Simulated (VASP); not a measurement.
# Na2GeI4 (Cmmm) in VASP: single point with r2SCAN+rVV10

Aim: the single point of Na2GeI4 with r2SCAN+rVV10.

Everything below comes from runs of VASP 6.6.1. Logs are shortened: lines on timing, memory, paths and dates and some standing lists are left out, and cuts for length are marked.

**1. The cell of the first run**

Symmetry: Cmmm, No. 65, orthorhombic system. Conventional cell: a = 9.010 Å, b = 12.592 Å, c = 4.363 Å, α = 90.00°, β = 90.00°, γ = 90.00°. Within 4.1 Å of Na (site symmetry 2/m) lie 6 I at 3.14 to 3.15 Å. Within 4.0 Å of Ge (site symmetry mmm) lie 6 I at 3.03 to 3.04 Å. I (site symmetry 2mm) has 2 Ge at 3.04 Å and 2 Na at 3.15 Å within 4.0 Å. Within 4.0 Å of I (site symmetry m2m) lie 1 Ge at 3.03 Å and 4 Na at 3.14 Å.

**2. Single point, r2SCAN+rVV10**

Input file POSCAR:

```
Na2GeI4
1.0
    4.5049105318     -6.2961398251      0.0000000000
    4.5049105318      6.2961398251      0.0000000000
    0.0000000000      0.0000000000      4.3626169366
Na Ge I
2 1 4
Direct
    0.5000000000      0.0000000000      0.5000000000
    0.0000000000      0.5000000000      0.5000000000
    0.0000000000      0.0000000000      0.0000000000
    0.7649812809      0.7649812809      0.5000000000
    0.2350187191      0.2350187191      0.5000000000
    0.7591071660      0.2408928340      0.0000000000
    0.2408928340      0.7591071660      0.0000000000
```

Input file INCAR.step1:

```
SYSTEM = Na2GeI4
  PREC = Accurate
  ENCUT = 520
  ISMEAR = -1
  SIGMA = 0.03
  LREAL = .FALSE.
  LASPH = .TRUE.
  NELM = 80
  NBANDS = 37
  GGA = PE
  ALGO = Normal
  EDIFF = 1E-4
  LWAVE = .TRUE.
  LCHARG = .FALSE.
```

Input file INCAR.step2:

```
SYSTEM = Na2GeI4
  PREC = Accurate
  ENCUT = 520
  EDIFF = 1E-7
  ISMEAR = -1
  SIGMA = 0.03
  LREAL = .FALSE.
  LASPH = .TRUE.
  NELM = 80
  ALGO = Normal
  ISIF = 2
  LWAVE = .FALSE.
  LCHARG = .FALSE.
  METAGGA = R2SCAN
  LMIXTAU = .TRUE.
  LUSE_VDW = .TRUE.
  IVDW_NL = 2
  BPARAM = 11.95
  CPARAM = 0.0093
  NBANDS = 37
  ISTART = 1
```

Input file KPOINTS:

```
Automatic mesh
0
G
  4 4 6
  0 0 0
```

Potentials or basis: VASP PAW PBE potentials, release 64 (Na_pv, Ge_d, I).

Launch:

```sh
$ cat potpaw_PBE.64/Na_pv/POTCAR potpaw_PBE.64/Ge_d/POTCAR potpaw_PBE.64/I/POTCAR > POTCAR
$ cp INCAR.step1 INCAR
$ mpirun -np 1 vasp_std > vasp.out
$ cp INCAR.step2 INCAR
$ mpirun -np 1 vasp_std > vasp.out
```

OUTCAR:

```text
SYSTEM = Na2GeI4
   PREC = Accurate
   ENCUT = 520
   EDIFF = 1E-7
   ISMEAR = -1
   LREAL = .FALSE.
   LASPH = .TRUE.
   NELM = 80
   ISIF = 2
   METAGGA = R2SCAN
   IVDW_NL = 2
   BPARAM = 11.95
   ISTART = 1

 ion  position               nearest neighbor table
   1  0.500  0.000  0.500-   6 3.14   7 3.14   6 3.14   7 3.14   4 3.15   5 3.15
   2  0.000  0.500  0.500-   6 3.14   7 3.14   6 3.14   7 3.14   4 3.15   5 3.15
   3  0.000  0.000  0.000-   6 3.03   7 3.03   4 3.04   5 3.04   4 3.04   5 3.04
   4  0.765  0.765  0.500-   3 3.04   3 3.04   1 3.15   2 3.15
   5  0.235  0.235  0.500-   3 3.04   3 3.04   1 3.15   2 3.15
   6  0.759  0.241  0.000-   3 3.03   2 3.14   1 3.14   1 3.14   2 3.14
   7  0.241  0.759  0.000-   3 3.03   2 3.14   1 3.14   1 3.14   2 3.14

  LATTYP: Found a base centered orthorhombic cell.
 ALAT       =     9.0098210636
 B/A-ratio  =     1.3976170627
 C/A-ratio  =     0.4842068345

  Lattice vectors:

 A1 = (   4.5049105318,  -6.2961398251,   0.0000000000)
 A2 = (   4.5049105318,   6.2961398251,   0.0000000000)
 A3 = (   0.0000000000,   0.0000000000,   4.3626169366)

Analysis of symmetry for initial positions (statically):
=====================================================================
 Subroutine PRICEL returns:
 Original cell was already a primitive cell.

 Routine SETGRP: Setting up the symmetry group for a
 base centered orthorhombic supercell.

 Subroutine GETGRP returns: Found  8 space group operations
 (whereof  8 operations were pure point group operations)
 out of a pool of  8 trial point group operations.

The static configuration has the point symmetry D_2h.

Analysis of symmetry for dynamics (positions and initial velocities):
=====================================================================
 Subroutine PRICEL returns:
 Original cell was already a primitive cell.

 Routine SETGRP: Setting up the symmetry group for a
 base centered orthorhombic supercell.

 Subroutine GETGRP returns: Found  8 space group operations
 (whereof  8 operations were pure point group operations)
 out of a pool of  8 trial point group operations.

The dynamic configuration has the point symmetry D_2h.

 Subroutine INISYM returns: Found  8 space group operations
 (whereof  8 operations are pure point group operations),
 and found     1 'primitive' translations

[... 102 lines left out ...]
   ENCUT  =  520.0 eV  38.22 Ry    6.18 a.u.  14.39 14.39  8.11*2*pi/ulx,y,z
   NELM   =     80;   NELMIN=  2; NELMDL=  0     # of ELM steps
   EDIFF  = 0.1E-06   stopping-criterion for ELM
   LREAL  =      F    real-space projection
   EDIFFG = 0.1E-05   stopping-criterion for IOM
   NSW    =      0    number of steps for IOM
   IBRION =     -1    ionic relax: 0-MD 1-quasi-New 2-CG
   NFREE  =      0    steps in history (QN), initial steepest desc. (CG)
   ISIF   =      2    stress and relaxation
   ISYM   =      2    0-nonsym 1-usesym 2-fastsym
   POTIM  = 0.5000    time-step for ionic-motion
   TEBEG  =    0.0;   TEEND  =   0.0 temperature during run
   PSTRESS=    0.0 pullay stress
   NELECT =      56.0000    total number of electrons
   NUPDOWN=      -1.0000    fix difference up-down
   EMIN   =  10.00;   EMAX   =-10.00  energy-range for DOS
   EFERMI =   0.00;   METHOD = LEGACY
   ISMEAR =    -1;   SIGMA  =   0.03  broadening in eV -4-tet -1-fermi 0-gaus
   EFERMI_NEDOS =   21; number of points for ismear=-14 and -15
   IALGO  =     38    algorithm
   IMIX   =      4    mixing-type and parameters
     AMIX     =   0.40;   BMIX     =  1.00
     AMIX_MAG =   1.60;   BMIX_MAG =  1.00
  volume/ion in A,a.u.               =      35.35       238.58
  Fermi-wavevector in a.u.,A,eV,Ry     =   0.997604  1.885199 13.540713  0.995214
  Thomas-Fermi vector in A             =   2.129772
   LORBIT       =      0    0 simple, 1 ext, 2 COOP (PROOUT), +10 PAW based schemes
   METAGGA = R2SCAN    functional components
   LHFCALC =     F    Hartree Fock is set to
   AEXX    =    0.0000 exact exchange contribution
   IVDW_NL    =     2    kernel type
   BPARAM     =11.9500
   IVDW    =     0    specifies the selected vdW correction
   LEPSILON=     F    determine dielectric tensor
   LRPA    =     F    only Hartree local field effects (RPA)
 non-spin polarized calculation
  energy-cutoff  :      520.00
  volume of cell :      247.48
 maximum number of plane-waves:      6691
 NGX is ok and might be reduce to    60
   NGX = 29   NGY = 29   NGZ = 17

 number of electron      56.0000018 magnetization

 Free energy of the ion-electron system (eV)
  ---------------------------------------------------
  ext. energy  EPLUGINS =         0.00000000
  ---------------------------------------------------
  free energy    TOTEN  =      -124.13027157 eV

  energy without entropy =     -124.13027157  energy(sigma->0) =     -124.13027157

 E-fermi :   2.2162     XC(G=0):  -8.4148

 val. band max:        1.5586188003   @ k =   0.0000   0.0000   0.5000
 cond. band min:       4.2348207516   @ k =   0.5000   0.0000   0.0000
 fundamental gap:      2.6762019513
 Fermi energy:         2.2162138880

 k-point     1 :       0.0000    0.0000    0.0000
  band No.  band energies     occupation
      1     -23.2314      2.00000
      2     -23.2304      2.00000
      3     -23.2250      2.00000
      4     -23.2250      2.00000
      5     -23.2230      2.00000
      6     -22.1586      2.00000
[... 949 lines left out ...]
     36       8.4368      0.00000
     37       8.8089      0.00000

 [... further k-points ...]
[... 5 lines left out ...]
  --------------------------------------------------------------------------------------
  -------------------------------------------------------------------------------------
  Total        0.0300864      0.0335048      0.0402342     -0.0000000      0.0000000      0.0000000
  in kB        0.1947795      0.2169100      0.2604763     -0.0000000      0.0000000      0.0000000
  external PRESSURE =       0.2240553 kB  Pullay stress =       0.0000000 kB

 VOLUME and BASIS-vectors are now :
 -----------------------------------------------------------------------------
  energy-cutoff  :      520.00
  volume of cell :      247.48
      direct lattice vectors                 reciprocal lattice vectors
     4.504910532 -6.296139825  0.000000000     0.110989996 -0.079413738  0.000000000
     4.504910532  6.296139825  0.000000000     0.110989996  0.079413738  0.000000000
     0.000000000  0.000000000  4.362616937     0.000000000  0.000000000  0.229220217

 POSITION                                       TOTAL-FORCE (eV/Angst)
 -----------------------------------------------------------------------------------
      2.25246     -3.14807      2.18131        -0.000000      0.000000      0.000000
      2.25246      3.14807      2.18131        -0.000000      0.000000      0.000000
      0.00000      0.00000      0.00000        -0.000000     -0.000000      0.000000
      6.89234      0.00000      2.18131        -0.012984      0.000000      0.000000
      2.11748      0.00000      2.18131         0.012984      0.000000      0.000000
      4.50491     -3.26275      0.00000        -0.000000      0.007667      0.000000
      4.50491      3.26275      0.00000        -0.000000     -0.007667      0.000000
 -----------------------------------------------------------------------------------
    total drift:                                0.000000      0.000000      0.000000

  FREE ENERGIE OF THE ION-ELECTRON SYSTEM (eV)
  ---------------------------------------------------
  free  energy   TOTEN  =      -124.1302715729 eV

  energy  without entropy=     -124.1302715729  energy(sigma->0) =     -124.13027157
```

OUTCAR.step1:

```text
SYSTEM = Na2GeI4
   PREC = Accurate
   ENCUT = 520
   ISMEAR = -1
   LREAL = .FALSE.
   LASPH = .TRUE.
[... 1202 lines left out ...]
      2.11748      0.00000      2.18131         0.027748      0.000000     -0.000000
      4.50491     -3.26275      0.00000         0.000000      0.020364     -0.000000
      4.50491      3.26275      0.00000         0.000000     -0.020364      0.000000
 -----------------------------------------------------------------------------------
    total drift:                                0.000000     -0.000000      0.000000

  FREE ENERGIE OF THE ION-ELECTRON SYSTEM (eV)
  ---------------------------------------------------
  free  energy   TOTEN  =       -19.2681468699 eV

  energy  without entropy=      -19.2681468699  energy(sigma->0) =      -19.26814687
```

OSZICAR.step1:

```text
N       E                     dE             d eps       ncg     rms          rms(c)
DAV:   1     0.499724259626E+03    0.49972E+03   -0.24833E+04  2486   0.177E+03
DAV:   2     0.517427994878E+02   -0.44798E+03   -0.43037E+03  2306   0.491E+02
DAV:   3    -0.158006075486E+02   -0.67543E+02   -0.66951E+02  2438   0.152E+02
DAV:   4    -0.193822542711E+02   -0.35816E+01   -0.35744E+01  2547   0.399E+01
DAV:   5    -0.195055788114E+02   -0.12332E+00   -0.12331E+00  2748   0.709E+00    0.442E+00
DAV:   6    -0.192740969325E+02    0.23148E+00   -0.33867E-01  2521   0.339E+00    0.294E+00
DAV:   7    -0.192622985821E+02    0.11798E-01   -0.25381E-01  2631   0.195E+00    0.127E+00
DAV:   8    -0.192667139822E+02   -0.44154E-02   -0.25105E-02  2552   0.974E-01    0.484E-01
DAV:   9    -0.192679381360E+02   -0.12242E-02   -0.26060E-03  2364   0.291E-01    0.183E-01
DAV:  10    -0.192681179540E+02   -0.17982E-03   -0.64656E-04  2128   0.118E-01    0.437E-02
DAV:  11    -0.192681468699E+02   -0.28916E-04   -0.73343E-05  1467   0.441E-02
   1 F= -.19268147E+02 E0= -.19268147E+02  d E =-.228481E-10
```

It took 17 min on 1 thread of Intel Xeon Platinum 8259CL at 2.50GHz (Skylake/Cascade Lake), shared host; peak memory 0.94 GiB.

What came out:

```yaml
Free_energy: -124.1303 eV
Pressure: 0.0 GPa
Largest_force: 0.013 eV/Å
Band_gap_on_the_k_mesh: 2.68 eV (least direct gap 2.96 eV)
```

Forces in eV/Å, atoms in the order of the input:
```
Na   0.000  0.000  0.000
Na   0.000  0.000  0.000
Ge   0.000  0.000  0.000
I   -0.013  0.000  0.000
I    0.013  0.000  0.000
I    0.000  0.008  0.000
I    0.000 -0.008  0.000
```

Caveat: the PAW data sets were made with another functional, which shifts forces and pressure a little; spin-orbit coupling is left out, which moves the levels of the heavy elements.
